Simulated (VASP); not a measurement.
# Zn (P6_3/mmc) in VASP: further runs

Runs on Zn. Level: PBE. Tasks: single point.

Everything below comes from runs of VASP 6.6.1. Logs are shortened: lines on timing, memory, paths and dates and some standing lists are left out, and cuts for length are marked.

### Step 1. The cell of the first run

The structure is hexagonal, space group P6_3/mmc (No. 194). The conventional cell has a = 2.585 Å, b = 2.585 Å, c = 4.798 Å, α = 90.00°, β = 90.00°, γ = 120.00°. Within 3.4 Å of Zn (site symmetry -6m2) lie 12 Zn at 2.58 to 2.83 Å.

### Step 2. Single point, PBE (strain -0.030 along x and y, -0.030 along z)

INCAR reads:

```
SYSTEM = Zn
PREC = Accurate ; ENCUT = 520
EDIFF = 1E-6 ; ISMEAR = 0
SIGMA = 0.15 ; LREAL = .False.
LASPH = .True. ; NELM = 80
ALGO = Fast ; ISIF = 2
LWAVE = .False. ; LCHARG = .False.
GGA = PE ; NBANDS = 19
```

KPOINTS reads:

```
Automatic mesh
0
Gamma
  24 24 10
  0 0 0
```

POSCAR reads:

```
Zn
1.0
    2.5848541116      0.0000000000      0.0000000000
   -1.2924270558      2.2385493257      0.0000000000
    0.0000000000      0.0000000000      4.7982990000
Zn
2
Direct
    0.3333333333      0.6666666667      0.2500000000
    0.6666666667      0.3333333333      0.7500000000
```

Potentials or basis: VASP PAW PBE potentials, release 64 (Zn).

Run with:

```
cat potpaw_PBE.64/Zn/POTCAR > POTCAR
mpirun -np 1 vasp_std > vasp.out
```

OUTCAR:

```text
SYSTEM = Zn
   PREC = Accurate
   ENCUT = 520
   EDIFF = 1E-6
   ISMEAR = 0
   LREAL = .False.
   LASPH = .True.
   NELM = 80
   ISIF = 2
   GGA = PE

 ion  position               nearest neighbor table
   1  0.333  0.667  0.250-   2 2.83   2 2.83   2 2.83   2 2.83   2 2.83   2 2.83
   2  0.667  0.333  0.750-   1 2.83   1 2.83   1 2.83   1 2.83   1 2.83   1 2.83

  LATTYP: Found a hexagonal cell.
 ALAT       =     2.5848541116
 C/A-ratio  =     1.8563132745

  Lattice vectors:

 A1 = (   2.5848541116,   0.0000000000,   0.0000000000)
 A2 = (  -1.2924270558,   2.2385493257,   0.0000000000)
 A3 = (   0.0000000000,   0.0000000000,   4.7982990000)

Analysis of symmetry for initial positions (statically):
=====================================================================
 Subroutine PRICEL returns:
 Original cell was already a primitive cell.

 Routine SETGRP: Setting up the symmetry group for a
 hexagonal supercell.

 Subroutine GETGRP returns: Found 24 space group operations
 (whereof 12 operations were pure point group operations)
 out of a pool of 24 trial point group operations.

The static configuration has the point symmetry D_3d.
 The point group associated with its full space group is D_6h.

Analysis of symmetry for dynamics (positions and initial velocities):
=====================================================================
 Subroutine PRICEL returns:
 Original cell was already a primitive cell.

 Routine SETGRP: Setting up the symmetry group for a
 hexagonal supercell.

 Subroutine GETGRP returns: Found 24 space group operations
 (whereof 12 operations were pure point group operations)
 out of a pool of 24 trial point group operations.

The dynamic configuration has the point symmetry D_3d.
 The point group associated with its full space group is D_6h.

 Subroutine INISYM returns: Found 24 space group operations
 (whereof 12 operations are pure point group operations),
 and found     1 'primitive' translations

----------------------------------------------------------------------------------------

                                     Primitive cell

  volume of cell :      27.7645

  direct lattice vectors                    reciprocal lattice vectors
     2.584854112  0.000000000  0.000000000     0.386869029  0.223358938  0.000000000
    -1.292427056  2.238549326  0.000000000     0.000000000  0.446717876  0.000000000
     0.000000000  0.000000000  4.798299000     0.000000000  0.000000000  0.208407188

  length of vectors
     2.584854112  2.584854112  4.798299000     0.446717876  0.446717876  0.208407188

  position of ions in fractional coordinates (direct lattice)
     0.333333333  0.666666667  0.250000000
     0.666666667  0.333333333  0.750000000

  ion indices of the primitive-cell ions
   primitive index   ion index
                 1           1
                 2           2

----------------------------------------------------------------------------------------

 KPOINTS: Automatic mesh

Automatic generation of k-mesh.
 Grid dimensions read from file:
 generate k-points for:   24   24   10

 Generating k-lattice:

  Cartesian coordinates                     Fractional coordinates (reciprocal lattice)
     0.016119543  0.009306622  0.000000000     0.041666667 -0.000000000  0.000000000
     0.000000000  0.018613245  0.000000000     0.000000000  0.041666667  0.000000000
     0.000000000  0.000000000  0.020840719     0.000000000  0.000000000  0.100000000

  Length of vectors
     0.018613245  0.018613245  0.020840719

  Shift w.r.t. Gamma in fractional coordinates (k-lattice)
     0.000000000  0.000000000  0.000000000

 Subroutine IBZKPT returns following result:
 ===========================================

 Found    366 irreducible k-points:

 Following reciprocal coordinates:
            Coordinates               Weight
  0.000000  0.000000  0.000000      1.000000
  0.041667  0.000000  0.000000      6.000000
  0.083333  0.000000  0.000000      6.000000
  0.125000  0.000000  0.000000      6.000000
  0.166667  0.000000  0.000000      6.000000
  0.208333  0.000000  0.000000      6.000000
[... 16 lines left out ...]
  0.416667  0.041667  0.000000     12.000000
  0.458333  0.041667  0.000000     12.000000
 [... further k-points ...]
   k-points           NKPTS =    366   k-points in BZ     NKDIM =    366   number of bands    NBANDS=     19
   number of dos      NEDOS =    301   number of ions     NIONS =      2
   total plane-waves  NPLWV =  14400
   dimension x,y,z NGX =    20 NGY =   20 NGZ =   36
   dimension x,y,z NGXF=    40 NGYF=   40 NGZF=   72
   ions per type =               2
   NGX,Y,Z   is equivalent  to a cutoff of  12.86, 12.86, 12.47 a.u.
   NGXF,Y,Z  is equivalent  to a cutoff of  25.73, 25.73, 24.95 a.u.
 SYSTEM =  Zn
   PREC   = accura    normal or accurate (medium, high low for compatibility)
   ISTART =      0    job   : 0-new  1-cont  2-samecut
   ICHARG =      2    charge: 1-file 2-atom 10-const
   ISPIN  =      1    spin polarized calculation?
   LNONCOLLINEAR =      F non collinear calculations
   LSORBIT =      F    spin-orbit coupling
   LASPH  =      T    aspherical Exc in radial PAW
   ENCUT  =  520.0 eV  38.22 Ry    6.18 a.u.   4.81  4.81  8.92*2*pi/ulx,y,z
   NELM   =     80;   NELMIN=  2; NELMDL= -5     # of ELM steps
   EDIFF  = 0.1E-05   stopping-criterion for ELM
   LREAL  =      F    real-space projection
   EDIFFG = 0.1E-04   stopping-criterion for IOM
   NSW    =      0    number of steps for IOM
   IBRION =     -1    ionic relax: 0-MD 1-quasi-New 2-CG
   NFREE  =      0    steps in history (QN), initial steepest desc. (CG)
   ISIF   =      2    stress and relaxation
   ISYM   =      2    0-nonsym 1-usesym 2-fastsym
   POTIM  = 0.5000    time-step for ionic-motion
   TEBEG  =    0.0;   TEEND  =   0.0 temperature during run
   PSTRESS=    0.0 pullay stress
   NELECT =      24.0000    total number of electrons
   NUPDOWN=      -1.0000    fix difference up-down
   EMIN   =  10.00;   EMAX   =-10.00  energy-range for DOS
   EFERMI =   0.00;   METHOD = LEGACY
   ISMEAR =     0;   SIGMA  =   0.15  broadening in eV -4-tet -1-fermi 0-gaus
   EFERMI_NEDOS =   21; number of points for ismear=-14 and -15
   IALGO  =     68    algorithm
   IMIX   =      4    mixing-type and parameters
     AMIX     =   0.40;   BMIX     =  1.00
     AMIX_MAG =   1.60;   BMIX_MAG =  1.00
  volume/ion in A,a.u.               =      13.88        93.68
  Fermi-wavevector in a.u.,A,eV,Ry     =   1.559488  2.947004 33.089387  2.432001
  Thomas-Fermi vector in A             =   2.662839
   LORBIT       =      0    0 simple, 1 ext, 2 COOP (PROOUT), +10 PAW based schemes
   GGA     = PE    functional components
   LHFCALC =     F    Hartree Fock is set to
   AEXX    =    0.0000 exact exchange contribution
   IVDW    =     0    specifies the selected vdW correction
   LEPSILON=     F    determine dielectric tensor
   LRPA    =     F    only Hartree local field effects (RPA)
 non-spin polarized calculation
 RMM-DIIS sequential band-by-band and
 Gauss-broadening in eV      SIGMA  =   0.15
  energy-cutoff  :      520.00
  volume of cell :       27.76
 maximum number of plane-waves:       768
 NGX is ok and might be reduce to    20
   NGX =  9   NGY =  9   NGZ = 17

 number of electron      24.0000011 magnetization

 Free energy of the ion-electron system (eV)
  ---------------------------------------------------
  ext. energy  EPLUGINS =         0.00000000
  ---------------------------------------------------
  free energy    TOTEN  =        -2.15226613 eV

  energy without entropy =       -2.14882980  energy(sigma->0) =       -2.15054796

 E-fermi :   3.8064     XC(G=0): -12.0371

 val. band max:        3.7810094277   @ k =   0.2917   0.1250   0.0000
 cond. band min:       3.8437894485   @ k =   0.3750   0.0417   0.0000
 fundamental gap:      0.0627800209
 Fermi energy:         3.8064016347

 k-point     1 :       0.0000    0.0000    0.0000
  band No.  band energies     occupation
      1      -7.3611      2.00000
      2      -5.2624      2.00000
      3      -4.4192      2.00000
      4      -4.1469      2.00000
      5      -4.1469      2.00000
      6      -4.0867      2.00000
[... 11 lines left out ...]
     18      23.8052      0.00000
     19      24.1036      0.00000

 k-point     2 :       0.0417    0.0000    0.0000
  band No.  band energies     occupation
      1      -7.3061      2.00000
      2      -5.2361      2.00000
      3      -4.4127      2.00000
      4      -4.1534      2.00000
      5      -4.1326      2.00000
      6      -4.0937      2.00000
[... 11 lines left out ...]
     18      23.1290      0.00000
     19      24.7965      0.00000

 k-point     3 :       0.0833    0.0000    0.0000
  band No.  band energies     occupation
      1      -7.1422      2.00000
      2      -5.1607      2.00000
      3      -4.3957      2.00000
      4      -4.1700      2.00000
      5      -4.1119      2.00000
      6      -4.0907      2.00000
[... 11 lines left out ...]
     18      22.6245      0.00000
     19      25.1774      0.00000

 k-point     4 :       0.1250    0.0000    0.0000
  band No.  band energies     occupation
      1      -6.8732      2.00000
      2      -5.0482      2.00000
      3      -4.3766      2.00000
      4      -4.1913      2.00000
      5      -4.1270      2.00000
      6      -4.0233      2.00000
[... 11 lines left out ...]
     18      22.0108      0.00000
     19      23.7603      0.00000

 k-point     5 :       0.1667    0.0000    0.0000
  band No.  band energies     occupation
      1      -6.5077      2.00000
      2      -4.9218      2.00000
      3      -4.3639      2.00000
      4      -4.2193      2.00000
      5      -4.1038      2.00000
      6      -4.0072      2.00000
[... 11 lines left out ...]
     18      21.0263      0.00000
     19      21.8383      0.00000

 k-point     6 :       0.2083    0.0000    0.0000
  band No.  band energies     occupation
      1      -6.0660      2.00000
      2      -4.8217      2.00000
      3      -4.3394      2.00000
      4      -4.2444      2.00000
      5      -4.1701      2.00000
      6      -4.0203      2.00000
[... 11 lines left out ...]
     18      20.5531      0.00000
     19      20.5938      0.00000

 k-point     7 :       0.2500    0.0000    0.0000
  band No.  band energies     occupation
      1      -5.5985      2.00000
      2      -4.7872      2.00000
      3      -4.3215      2.00000
      4      -4.2840      2.00000
      5      -4.2202      2.00000
      6      -3.9172      2.00000
[... 11 lines left out ...]
     18      20.1358      0.00000
     19      20.8456      0.00000

 k-point     8 :       0.2917    0.0000    0.0000
  band No.  band energies     occupation
      1      -5.2178      2.00000
      2      -4.8090      2.00000
      3      -4.4528      2.00000
      4      -4.2279      2.00000
      5      -4.0874      2.00000
      6      -3.9839      2.00000
[... 256 lines left out ...]
 k-point    20 :       0.2917    0.0417    0.0000
  band No.  band energies     occupation
      1      -5.0690      2.00000
      2      -4.8129      2.00000
      3      -4.5094      2.00000
      4      -4.1886      2.00000
      5      -4.0336      2.00000
      6      -4.0272      2.00000
[... 11 lines left out ...]
     18      20.4048      0.00000
     19      21.1648      0.00000

 k-point    21 :       0.3333    0.0417    0.0000
  band No.  band energies     occupation
      1      -4.9720      2.00000
      2      -4.8546      2.00000
      3      -4.6033      2.00000
      4      -4.1126      2.00000
      5      -4.0789      2.00000
      6      -3.9288      2.00000
[... 11 lines left out ...]
     18      20.1211      0.00000
     19      20.6547      0.00000

 k-point    22 :       0.3750    0.0417    0.0000
  band No.  band energies     occupation
      1      -4.9703      2.00000
      2      -4.8836      2.00000
      3      -4.6731      2.00000
      4      -4.1215      2.00000
      5      -4.0481      2.00000
      6      -3.9557      2.00000
[... 11 lines left out ...]
     18      19.9089      0.00000
     19      20.2566      0.00000

 k-point    23 :       0.4167    0.0417    0.0000
  band No.  band energies     occupation
      1      -4.9920      2.00000
      2      -4.9024      2.00000
      3      -4.7191      2.00000
      4      -4.1517      2.00000
      5      -4.0026      2.00000
      6      -3.9743      2.00000
[... 11 lines left out ...]
     18      19.7683      0.00000
     19      19.9838      0.00000

 k-point    24 :       0.4583    0.0417    0.0000
  band No.  band energies     occupation
      1      -5.0069      2.00000
      2      -4.9128      2.00000
      3      -4.7420      2.00000
      4      -4.1674      2.00000
      5      -3.9838      2.00000
      6      -3.9791      2.00000
[... 11 lines left out ...]
     18      19.6990      0.00000
     19      19.8447      0.00000

 [... further k-points ...]

------------------------ aborting loop because EDIFF is reached ----------------------------------------

  FORCE on cell =-STRESS in cart. coord.  units (eV):
  Direction    XX          YY          ZZ          XY          YZ          ZX
  --------------------------------------------------------------------------------------
  -------------------------------------------------------------------------------------
  Total        1.6529479      1.6529479      1.4461128      0.0000000     -0.0000000      0.0000000
  in kB       95.3849225     95.3849225     83.4493090      0.0000000     -0.0000000      0.0000000
  external PRESSURE =      91.4063847 kB  Pullay stress =       0.0000000 kB

 VOLUME and BASIS-vectors are now :
 -----------------------------------------------------------------------------
  energy-cutoff  :      520.00
  volume of cell :       27.76
      direct lattice vectors                 reciprocal lattice vectors
     2.584854112  0.000000000  0.000000000     0.386869029  0.223358938  0.000000000
    -1.292427056  2.238549326  0.000000000     0.000000000  0.446717876  0.000000000
     0.000000000  0.000000000  4.798299000     0.000000000  0.000000000  0.208407188

 POSITION                                       TOTAL-FORCE (eV/Angst)
 -----------------------------------------------------------------------------------
     -0.00000      1.49237      1.19957         0.000000     -0.000000      0.000000
      1.29243      0.74618      3.59872        -0.000000      0.000000      0.000000
 -----------------------------------------------------------------------------------
    total drift:                               -0.000000      0.000000      0.000000

  FREE ENERGIE OF THE ION-ELECTRON SYSTEM (eV)
  ---------------------------------------------------
  free  energy   TOTEN  =        -2.1522661257 eV

  energy  without entropy=       -2.1488297994  energy(sigma->0) =       -2.15054796
```

Wall time 3.4 min (1 thread of Intel Xeon Platinum 8375C at 2.90GHz (Ice Lake), shared host); peak memory 0.26 GiB.

Results:

- Free energy: -2.1523 eV
- Pressure: 9.1 GPa
- Band gap on the k mesh: zero (bands 12 and 13 overlap by 4.44 eV)

Stress tensor (GPa, compression positive):
```
9.54 0.00 0.00
0.00 9.54 0.00
0.00 0.00 8.34
```

Caveat: the cell differs from its parent crystal (strain -0.030 along x and y, -0.030 along z); the cell stands under pressure.

### Step 3. Single point, PBE (strain -0.030 along x and y, -0.015 along z)

INCAR reads:

```
SYSTEM = Zn
PREC = Accurate
ENCUT = 520
EDIFF = 1E-6
ISMEAR = 0
SIGMA = 0.15
LREAL = .False.
LASPH = .True.
NELM = 80
ALGO = Fast
ISIF = 2
LWAVE = .False.
LCHARG = .False.
GGA = PE
NBANDS = 19
```

KPOINTS reads:

```
regular mesh
0
Gamma
  24 24 10
  0 0 0
```

POSCAR, as its differences from that of step 2:

```diff
@@ -4,3 +4,3 @@
    -1.2924270558      2.2385493257      0.0000000000
-    0.0000000000      0.0000000000      4.7982990000
+    0.0000000000      0.0000000000      4.8724995000
 Zn
```

Potentials or basis: VASP PAW PBE potentials, release 64 (Zn).

Run with:

```
cat potpaw_PBE.64/Zn/POTCAR > POTCAR
mpirun -np 1 vasp_std > vasp.out
```

Wall time 2.7 min (1 thread of Intel Xeon Platinum 8375C at 2.90GHz (Ice Lake), shared host); peak memory 0.26 GiB.

The run converged. Its results:

```
Free energy            : -2.1704 eV
Pressure               : 8.0 GPa
Band gap on the k mesh : zero (bands 12 and 13 overlap by 4.69 eV)
```

Stress tensor (GPa, compression positive):
```
8.73 0.00 0.00
0.00 8.73 0.00
0.00 0.00 6.47
```

Levels at points of the mesh, in eV from the Fermi level:
| k point | band 9 | band 10 | band 11 | band 12 | band 13 | band 14 | band 15 | band 16 |
| --- | --- | --- | --- | --- | --- | --- | --- | --- |
| (0.00, 0.00, 0.00) | -7.39 | -7.17 | -7.17 | -4.04 | -3.10 | 13.84 | 17.69 | 18.85 |
| (0.50, 0.00, 0.00) | -6.95 | -6.93 | -2.97 | -2.07 | 2.79 | 3.69 | 4.55 | 5.93 |
| (0.00, 0.00, 0.50) | -7.26 | -7.26 | -7.26 | -7.26 | 4.59 | 4.59 | 20.21 | 20.21 |
| (0.50, 0.00, 0.50) | -6.94 | -6.94 | -2.02 | -2.02 | 0.42 | 0.42 | 10.50 | 10.50 |

Caveat: the cell differs from its parent crystal (strain -0.030 along x and y, -0.015 along z); the cell stands under pressure.

### Step 4. Single point, PBE (strain -0.030 along x and y, +0.000 along z)

INCAR reads:

```
SYSTEM = Zn
PREC = Accurate ; ENCUT = 520
EDIFF = 1E-6 ; ISMEAR = 0
SIGMA = 0.15 ; LREAL = .FALSE.
LASPH = .TRUE. ; NELM = 60
ALGO = Fast ; ISIF = 2
LWAVE = .FALSE. ; LCHARG = .FALSE.
GGA = PE ; NBANDS = 19
```

KPOINTS reads:

```
Automatic mesh
0
G
  24 24 10
  0 0 0
```

POSCAR, as its differences from that of step 3:

```diff
@@ -4,3 +4,3 @@
    -1.2924270558      2.2385493257      0.0000000000
-    0.0000000000      0.0000000000      4.8724995000
+    0.0000000000      0.0000000000      4.9467000000
 Zn
```

Run with:

```
cat potpaw_PBE.64/Zn/POTCAR > POTCAR
mpirun -np 1 vasp_std > vasp.out
```

Run time: 2.6 min. Hardware: 1 thread of Intel Xeon Platinum 8375C at 2.90GHz (Ice Lake), shared host; peak memory 0.26 GiB.

The run converged. Its results:

```yaml
Free_energy: -2.1837 eV
Pressure: 6.9 GPa
Band_gap_on_the_k_mesh: zero (bands 12 and 13 overlap by 4.90 eV)
```

Stress tensor (GPa, compression positive):
```
7.87 0.00 0.00
0.00 7.87 0.00
0.00 0.00 4.87
```

Levels at points of the mesh, in eV from the Fermi level:
| k point | band 10 | band 11 | band 12 | band 13 | band 14 | band 15 |
| --- | --- | --- | --- | --- | --- | --- |
| (0.00, 0.00, 0.00) | -7.10 | -7.10 | -3.98 | -3.24 | 13.23 | 17.14 |
| (0.50, 0.00, 0.00) | -6.86 | -2.83 | -1.95 | 2.70 | 3.72 | 4.42 |
| (0.00, 0.00, 0.50) | -7.19 | -7.19 | -7.19 | 4.30 | 4.30 | 20.32 |
| (0.50, 0.00, 0.50) | -6.87 | -1.91 | -1.91 | 0.49 | 0.49 | 10.25 |

Caveat: the cell differs from its parent crystal (strain -0.030 along x and y, +0.000 along z); the cell stands under pressure.

### Step 5. The runs side by side

| cell | gap on the mesh (eV) | pressure (GPa) |
| --- | --- | --- |
| a = 2.585, b = 2.585, c = 4.798 Å, angles 90.0, 90.0, 120.0°, 2 atoms | none | 9.1 |
| a = 2.585, b = 2.585, c = 4.872 Å, angles 90.0, 90.0, 120.0°, 2 atoms | none | 8.0 |
| a = 2.585, b = 2.585, c = 4.947 Å, angles 90.0, 90.0, 120.0°, 2 atoms | none | 6.9 |

Alike in all rows: task single point; level PBE; potentials or basis VASP PAW PBE potentials, release 64 (Zn); no spin polarisation; k mesh 24 × 24 × 10; cutoff (eV) 520; smearing gaussian 0.15 eV.

Caveats: the cell stands under pressure.

Total energies depend on the potentials used, so only differences within one code and one set of settings carry meaning.

The gap in the log of VASP goes by the Fermi energy; the results here count the filled bands.